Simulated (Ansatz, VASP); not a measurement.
# One calculation of Ge, two programs

```
Ge
1.0
     0.00000    2.82877    2.82877
     2.82877    0.00000    2.82877
     2.82877    2.82877    0.00000
Ge
2
Direct
  0.50000 0.42930 0.50000
  0.75000 0.75000 0.75000
```

Alike in both runs: task single point; functional PBE; k mesh 14 × 14 × 14; occupations gaussian, width 0.15 eV; no spin polarisation.

|  | VASP | Ansatz |
| --- | --- | --- |
| version | VASP 6.6.1 | Ansatz 0.2.0 |
| potentials or method | VASP PAW PBE potentials, release 64 (Ge_d), cutoff 500 eV | scalar-relativistic, plane waves, PAW |
| valence electrons in the cell | 28 | 28 |

Ansatz gave:

* gap on the k mesh at the Fermi level (eV): none
* pressure (GPa): 6.3
* traceless stress, the component that is largest in VASP (GPa): -7.26
* rms of the force components (eV/Å): 1.970

Q: What did VASP give for the same quantities?

A: gap on the k mesh at the Fermi level (eV): none; pressure (GPa): 6.1; traceless stress, the component that is largest in VASP (GPa): -7.22; rms of the force components (eV/Å): 1.967.

Atom by atom the forces differ by 0.003 eV/Å (rms over components). A gap of «none» marks a metal or a gap that the smearing closes.
